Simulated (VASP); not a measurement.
Here is a VASP 6.6.1 calculation.

The input INCAR:

```
ALGO = Normal ; EDIFF = 1E-6
ENCUT = 500 ; GGA = PS
GGA_COMPAT = False ; ISIF = 2
ISMEAR = 0 ; LASPH = True
LCHARG = False ; LREAL = False
LWAVE = False ; NBANDS = 26
NELM = 120 ; PREC = Accurate
SIGMA = 0.01
```

The input KPOINTS:

```
k-points
0
Gamma
  6 6 4
```

Contents of POSCAR:

```
AgI
1.0
    4.5589426758      0.0000000000      0.0000000000
   -2.2794713379      3.9481601717      0.0000000000
    0.0000000000      0.0000000000      7.4542371408
Ag I
2 2
Direct
    0.6666666667      0.3333333333      0.6275646764
    0.3333333333      0.6666666667      0.1275646764
    0.6666666667      0.3333333333      0.0024353236
    0.3333333333      0.6666666667      0.5024353236
```

Potentials or basis: VASP PAW PBE potentials, release 64 (Ag, I).

Command:

```sh
$ cat potpaw_PBE.64/Ag/POTCAR potpaw_PBE.64/I/POTCAR > POTCAR
$ mpirun -np 1 vasp_std > vasp.out
```

**Question.** Estimate the band gap on the k mesh.

**Answer.** 1.23 eV.

**Question.** What does it give for the pressure?

**Answer.** 0.0 GPa.

Caveat: the PAW data sets were made with another functional, which shifts forces and pressure a little; spin-orbit coupling is left out, which moves the levels of the heavy elements. As with any semilocal functional, this PBEsol gap is likely too small.
